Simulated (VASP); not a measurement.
# MgI2 (P-3m1) in VASP: further runs

Runs on MgI2. Level: PBEsol. Tasks: single point.

All numbers are computed with VASP 6.6.1; they aren't measurements. Logs are shortened: lines on timing, memory, paths and dates and some standing lists are left out, and cuts for length are marked.

## (1) The cell of the first run

Symmetry: P-3m1, No. 164, trigonal system. Conventional cell: a = 4.140 Å, b = 4.140 Å, c = 6.880 Å, α = 90.00°, β = 90.00°, γ = 120.00°. Mg (site symmetry -3m) has 6 I at 2.94 Å within 3.9 Å. Within 3.9 Å of I (site symmetry 3m) lie 3 Mg at 2.94 Å.

## (2) Single point, PBEsol

INCAR reads:

```
SYSTEM = MgI2
  PREC = Accurate
  ENCUT = 520
  EDIFF = 1E-6
  ISMEAR = -1
  SIGMA = 0.02
  LREAL = .False.
  LASPH = .True.
  NELM = 60
  ALGO = Normal
  ISIF = 2
  LWAVE = .False.
  LCHARG = .True.
  GGA = PS
  LELF = .True.
  LVHAR = .True.
  NBANDS = 15
```

KPOINTS reads:

```
regular mesh
0
Gamma
  6 6 2
  0 0 0
```

POSCAR reads:

```
MgI2
1.0
    4.1400000000      0.0000000000      0.0000000000
   -2.0700000000      3.5853451717      0.0000000000
    0.0000000000      0.0000000000      6.8800000000
Mg I
1 2
Direct
    0.0000000000      0.0000000000      0.0000000000
    0.3333333333      0.6666666667      0.2500000000
    0.6666666667      0.3333333333      0.7500000000
```

Potentials or basis: VASP PAW PBE potentials, release 64 (Mg, I).

Run with:

```bash
> cat potpaw_PBE.64/Mg/POTCAR potpaw_PBE.64/I/POTCAR > POTCAR
> mpirun -np 1 vasp_std > vasp.out
```

OUTCAR:

```text
SYSTEM = MgI2
   PREC = Accurate
   ENCUT = 520
   EDIFF = 1E-6
   ISMEAR = -1
   LREAL = .False.
   LASPH = .True.
   NELM = 60
   ISIF = 2
   GGA = PS

 ion  position               nearest neighbor table
   1  0.000  0.000  0.000-   2 2.94   3 2.94   3 2.94   2 2.94   3 2.94   2 2.94
   2  0.333  0.667  0.250-   1 2.94   1 2.94   1 2.94
   3  0.667  0.333  0.750-   1 2.94   1 2.94   1 2.94

  LATTYP: Found a hexagonal cell.
 ALAT       =     4.1400000000
 C/A-ratio  =     1.6618357488

  Lattice vectors:

 A1 = (   4.1400000000,   0.0000000000,   0.0000000000)
 A2 = (  -2.0700000000,   3.5853451717,   0.0000000000)
 A3 = (   0.0000000000,   0.0000000000,   6.8800000000)

Analysis of symmetry for initial positions (statically):
=====================================================================
 Subroutine PRICEL returns:
 Original cell was already a primitive cell.

 Routine SETGRP: Setting up the symmetry group for a
 hexagonal supercell.

 Subroutine GETGRP returns: Found 12 space group operations
 (whereof 12 operations were pure point group operations)
 out of a pool of 24 trial point group operations.

The static configuration has the point symmetry D_3d.

Analysis of symmetry for dynamics (positions and initial velocities):
=====================================================================
 Subroutine PRICEL returns:
 Original cell was already a primitive cell.

 Routine SETGRP: Setting up the symmetry group for a
 hexagonal supercell.

 Subroutine GETGRP returns: Found 12 space group operations
 (whereof 12 operations were pure point group operations)
 out of a pool of 24 trial point group operations.

The dynamic configuration has the point symmetry D_3d.

 Subroutine INISYM returns: Found 12 space group operations
 (whereof 12 operations are pure point group operations),
 and found     1 'primitive' translations

----------------------------------------------------------------------------------------

                                     Primitive cell

  volume of cell :     102.1221

  direct lattice vectors                    reciprocal lattice vectors
     4.140000000  0.000000000  0.000000000     0.241545894  0.139456587  0.000000000
    -2.070000000  3.585345172  0.000000000     0.000000000  0.278913174  0.000000000
     0.000000000  0.000000000  6.880000000     0.000000000  0.000000000  0.145348837

  length of vectors
     4.140000000  4.140000000  6.880000000     0.278913174  0.278913174  0.145348837

  position of ions in fractional coordinates (direct lattice)
     0.000000000  0.000000000  0.000000000
     0.333333333  0.666666667  0.250000000
     0.666666667  0.333333333  0.750000000

  ion indices of the primitive-cell ions
   primitive index   ion index
                 1           1
                 2           2
                 3           3

----------------------------------------------------------------------------------------

 KPOINTS: regular mesh

Automatic generation of k-mesh.
 Grid dimensions read from file:
 generate k-points for:    6    6    2

 Generating k-lattice:

  Cartesian coordinates                     Fractional coordinates (reciprocal lattice)
     0.040257649  0.023242764  0.000000000     0.166666667 -0.000000000  0.000000000
     0.000000000  0.046485529  0.000000000     0.000000000  0.166666667  0.000000000
     0.000000000  0.000000000  0.072674419     0.000000000  0.000000000  0.500000000

  Length of vectors
     0.046485529  0.046485529  0.072674419

  Shift w.r.t. Gamma in fractional coordinates (k-lattice)
     0.000000000  0.000000000  0.000000000

 Subroutine IBZKPT returns following result:
 ===========================================

 Found     14 irreducible k-points:

 Following reciprocal coordinates:
            Coordinates               Weight
  0.000000  0.000000  0.000000      1.000000
  0.166667 -0.000000  0.000000      6.000000
  0.333333  0.000000  0.000000      6.000000
  0.500000  0.000000  0.000000      3.000000
  0.166667  0.166667  0.000000      6.000000
  0.333333  0.166667  0.000000     12.000000
  0.333333  0.333333  0.000000      2.000000
  0.000000  0.000000  0.500000      1.000000
  0.166667 -0.000000  0.500000      6.000000
  0.333333  0.000000  0.500000      6.000000
  0.500000  0.000000  0.500000      3.000000
  0.166667  0.166667  0.500000      6.000000
  0.333333  0.166667  0.500000     12.000000
  0.333333  0.333333  0.500000      2.000000
   k-points           NKPTS =     14   k-points in BZ     NKDIM =     14   number of bands    NBANDS=     15
   number of dos      NEDOS =    301   number of ions     NIONS =      3
   total plane-waves  NPLWV =  55296
   dimension x,y,z NGX =    32 NGY =   32 NGZ =   54
   dimension x,y,z NGXF=    64 NGYF=   64 NGZF=  108
   ions per type =               1   2
   NGX,Y,Z   is equivalent  to a cutoff of  12.85, 12.85, 13.05 a.u.
   NGXF,Y,Z  is equivalent  to a cutoff of  25.70, 25.70, 26.10 a.u.
 SYSTEM =  MgI2
   PREC   = accura    normal or accurate (medium, high low for compatibility)
   ISTART =      0    job   : 0-new  1-cont  2-samecut
   ICHARG =      2    charge: 1-file 2-atom 10-const
   ISPIN  =      1    spin polarized calculation?
   LNONCOLLINEAR =      F non collinear calculations
   LSORBIT =      F    spin-orbit coupling
   LASPH  =      T    aspherical Exc in radial PAW
   ENCUT  =  520.0 eV  38.22 Ry    6.18 a.u.   7.70  7.70 12.79*2*pi/ulx,y,z
   NELM   =     60;   NELMIN=  2; NELMDL= -5     # of ELM steps
   EDIFF  = 0.1E-05   stopping-criterion for ELM
   LREAL  =      F    real-space projection
   EDIFFG = 0.1E-04   stopping-criterion for IOM
   NSW    =      0    number of steps for IOM
   IBRION =     -1    ionic relax: 0-MD 1-quasi-New 2-CG
   NFREE  =      0    steps in history (QN), initial steepest desc. (CG)
   ISIF   =      2    stress and relaxation
   ISYM   =      2    0-nonsym 1-usesym 2-fastsym
   POTIM  = 0.5000    time-step for ionic-motion
   TEBEG  =    0.0;   TEEND  =   0.0 temperature during run
   PSTRESS=    0.0 pullay stress
   NELECT =      16.0000    total number of electrons
   NUPDOWN=      -1.0000    fix difference up-down
   EMIN   =  10.00;   EMAX   =-10.00  energy-range for DOS
   EFERMI =   0.00;   METHOD = LEGACY
   ISMEAR =    -1;   SIGMA  =   0.02  broadening in eV -4-tet -1-fermi 0-gaus
   EFERMI_NEDOS =   21; number of points for ismear=-14 and -15
   IALGO  =     38    algorithm
   IMIX   =      4    mixing-type and parameters
     AMIX     =   0.40;   BMIX     =  1.00
     AMIX_MAG =   1.60;   BMIX_MAG =  1.00
  volume/ion in A,a.u.               =      34.04       229.72
  Fermi-wavevector in a.u.,A,eV,Ry     =   0.882555  1.667786 10.597613  0.778903
  Thomas-Fermi vector in A             =   2.003202
   LORBIT       =      0    0 simple, 1 ext, 2 COOP (PROOUT), +10 PAW based schemes
   GGA     = PS    functional components
   LHFCALC =     F    Hartree Fock is set to
   AEXX    =    0.0000 exact exchange contribution
   IVDW    =     0    specifies the selected vdW correction
   LEPSILON=     F    determine dielectric tensor
   LRPA    =     F    only Hartree local field effects (RPA)
 non-spin polarized calculation
  energy-cutoff  :      520.00
  volume of cell :      102.12
 maximum number of plane-waves:      2779
 NGX is ok and might be reduce to    32
   NGX = 15   NGY = 15   NGZ = 25

 number of electron      16.0000002 magnetization

 Free energy of the ion-electron system (eV)
  ---------------------------------------------------
  ext. energy  EPLUGINS =         0.00000000
  ---------------------------------------------------
  free energy    TOTEN  =        -8.40261562 eV

  energy without entropy =       -8.40261562  energy(sigma->0) =       -8.40261562

 E-fermi :   2.6760     XC(G=0):  -8.4218

 val. band max:        2.2610964293   @ k =   0.0000   0.0000   0.0000
 cond. band min:       5.6855235690   @ k =   0.5000   0.0000   0.5000
 fundamental gap:      3.4244271397
 Fermi energy:         2.6760315379

 k-point     1 :       0.0000    0.0000    0.0000
  band No.  band energies     occupation
      1      -9.8102      2.00000
      2      -9.1290      2.00000
      3      -1.3683      2.00000
      4       1.8914      2.00000
      5       1.8914      2.00000
      6       2.2402      2.00000
      7       2.2611      2.00000
      8       2.2611      2.00000
      9       5.7708      0.00000
     10       6.9851      0.00000
     11       9.0045      0.00000
     12       9.0045      0.00000
     13       9.5977      0.00000
     14      10.4396      0.00000
     15      10.4396      0.00000

 k-point     2 :       0.1667   -0.0000    0.0000
  band No.  band energies     occupation
      1      -9.6683      2.00000
      2      -9.0535      2.00000
      3      -1.1584      2.00000
      4       0.8766      2.00000
      5       1.3543      2.00000
      6       1.5812      2.00000
      7       2.1396      2.00000
      8       2.1943      2.00000
      9       6.6792      0.00000
     10       7.6148      0.00000
     11       8.3919      0.00000
     12       9.3154      0.00000
     13       9.3595      0.00000
     14      10.1510      0.00000
     15      10.8268      0.00000
[... 185 lines left out ...]
      3      -1.1376      2.00000
      4      -0.7153      2.00000
      5       0.3918      2.00000
      6       0.6862      2.00000
      7       1.5595      2.00000
      8       1.6448      2.00000
      9       6.4053      0.00000
     10       7.6121      0.00000
     11       8.3167      0.00000
     12       9.0489      0.00000
     13       9.3142      0.00000
     14      10.3249      0.00000
     15      11.5354      0.00000

 k-point    14 :       0.3333    0.3333    0.5000
  band No.  band energies     occupation
      1      -8.9259      2.00000
      2      -8.9259      2.00000
      3      -0.8165      2.00000
      4      -0.5051      2.00000
      5      -0.5051      2.00000
      6      -0.0087      2.00000
      7       1.7038      2.00000
      8       1.7038      2.00000
      9       6.9240      0.00000
     10       7.7490      0.00000
     11       7.7490      0.00000
     12       9.3489      0.00000
     13      10.5334      0.00000
     14      10.9494      0.00000
     15      11.0991      0.00000

------------------------ aborting loop because EDIFF is reached ----------------------------------------

  FORCE on cell =-STRESS in cart. coord.  units (eV):
  Direction    XX          YY          ZZ          XY          YZ          ZX
  --------------------------------------------------------------------------------------
  -------------------------------------------------------------------------------------
  Total       -0.4380735     -0.4380735     -0.7385126     -0.0000000      0.0000000      0.0000000
  in kB       -6.8728644     -6.8728644    -11.5864066     -0.0000000      0.0000000      0.0000000
  external PRESSURE =      -8.4440451 kB  Pullay stress =       0.0000000 kB

 VOLUME and BASIS-vectors are now :
 -----------------------------------------------------------------------------
  energy-cutoff  :      520.00
  volume of cell :      102.12
      direct lattice vectors                 reciprocal lattice vectors
     4.140000000  0.000000000  0.000000000     0.241545894  0.139456587  0.000000000
    -2.070000000  3.585345172  0.000000000     0.000000000  0.278913174  0.000000000
     0.000000000  0.000000000  6.880000000     0.000000000  0.000000000  0.145348837

 POSITION                                       TOTAL-FORCE (eV/Angst)
 -----------------------------------------------------------------------------------
      0.00000      0.00000      0.00000         0.000000      0.000000      0.000000
     -0.00000      2.39023      1.72000        -0.000000      0.000000     -0.299653
      2.07000      1.19512      5.16000         0.000000     -0.000000      0.299653
 -----------------------------------------------------------------------------------
    total drift:                                0.000000     -0.000000      0.000000

  FREE ENERGIE OF THE ION-ELECTRON SYSTEM (eV)
  ---------------------------------------------------
  free  energy   TOTEN  =        -8.4026156151 eV

  energy  without entropy=       -8.4026156151  energy(sigma->0) =       -8.40261562
```

Wall time 26 s (1 thread of Intel Xeon 6975P-C, shared host); peak memory 0.23 GiB.

What came out:

| Item | Value |
| --- | --- |
| Free energy | -8.4026 eV |
| Pressure | -0.8 GPa |
| Largest force | 0.300 eV/Å |
| Band gap on the k mesh | 3.42 eV, indirect (least direct gap 3.51 eV) |

Forces in eV/Å, atoms in the order of the input:
```
Mg   0.000  0.000  0.000
I    0.000  0.000 -0.300
I    0.000  0.000  0.300
```

Caveat: the k points lie up to 0.46 Å⁻¹ apart; the PAW data sets were made with another functional, which shifts forces and pressure a little; spin-orbit coupling is left out, which moves the levels of the heavy elements; this functional lacks dispersion, which binds the layers, so the pressure and a relaxed spacing across them are unreliable. A k mesh can miss the band edges.

[end of part 1 of 2]
